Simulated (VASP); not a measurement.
A run of VASP 6.6.1 is set up as follows.

The input INCAR:

```
SYSTEM = In
PREC = Accurate
ENCUT = 520
EDIFF = 1E-7
ISMEAR = -1
SIGMA = 0.05
LREAL = .FALSE.
LASPH = .TRUE.
NELM = 80
ALGO = Normal
ISIF = 2
LWAVE = .FALSE.
LCHARG = .FALSE.
GGA = PE
NBANDS = 12
```

The input KPOINTS:

```
regular mesh
0
G
  10 10 10
  0 0 0
```

File POSCAR:

```
In
1.0
   -1.6254700000      1.6254700000      2.3747520000
    1.6254700000     -1.6254700000      2.3747520000
    1.6254700000      1.6254700000     -2.3747520000
In
1
Direct
    0.0000000000      0.0000000000      0.0000000000
```

Potentials or basis: VASP PAW PBE potentials, release 64 (In_d).

Command:

```sh
$ cat potpaw_PBE.64/In_d/POTCAR > POTCAR
$ mpirun -np 1 vasp_std > vasp.out
```

(1) Estimate the pressure.

Results:

(1) 4.0 GPa.
